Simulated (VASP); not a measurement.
Set up this calculation in VASP 6.6.1, as the native input.

* Task: single point
* Functional: BLYP
* Potentials or basis: VASP PAW PBE potentials, release 64 (Hf_pv)
* Cutoff: 500 eV
* k mesh: 10 × 10 × 10
* Occupations: methfessel-paxton, width 0.1 eV
* Spin: non-collinear spin, zero start, spin-orbit coupling
* Starting moments: [[0.0, 0.0, 0.0]] μB
* Dipole correction: no
* Further INCAR settings: ALGO = Normal; EDIFF = 1e-06; NBANDS = 21

The structure of Hf lies in POSCAR:

```
Hf
1.0
    0.0000000000      2.2200000000      2.2200000000
    2.2200000000      0.0000000000      2.2200000000
    2.2200000000      2.2200000000      0.0000000000
Hf
1
Direct
    0.0000000000      0.0000000000      0.0000000000
```

This isn't the form of Hf at room conditions, which is hcp.

The input as run:

INCAR

```
PREC = Accurate ; ENCUT = 500
EDIFF = 1E-6 ; ISMEAR = 1
SIGMA = 0.1 ; LREAL = False
LASPH = True ; NELM = 200
ALGO = Normal ; ISIF = 2
LWAVE = False ; LCHARG = True
LNONCOLLINEAR = True ; MAGMOM = 0 0 0
LORBIT = 11 ; LSORBIT = True
GGA_COMPAT = False ; LORBMOM = True
LMAXMIX = 4 ; GGA = B5
ALDAX = 1.0 ; AGGAX = 1.0
AGGAC = 1.0 ; ALDAC = 0.0
LVHAR = True ; NBANDS = 21
```

KPOINTS

```
Automatic mesh
0
Gamma
  10 10 10
```

Potentials or basis: VASP PAW PBE potentials, release 64 (Hf_pv).

Command:

```bash
$ cat potpaw_PBE.64/Hf_pv/POTCAR > POTCAR
$ mpirun -np 1 vasp_ncl > vasp.out
```

It gave:

```
Pressure                                              : 5.8 GPa
Net moment                                            : 0.00 μB per cell
Valence electrons inside the program's atomic spheres : Hf 8.48
```

Caveat: the cell stands under pressure; the PAW data sets were made with another functional, which shifts forces and pressure a little.

Run time: 19 s on 1 thread of Intel(R) Xeon(R) 6975P-C (Granite Rapids) (shared host), peak memory 0.21 GiB.
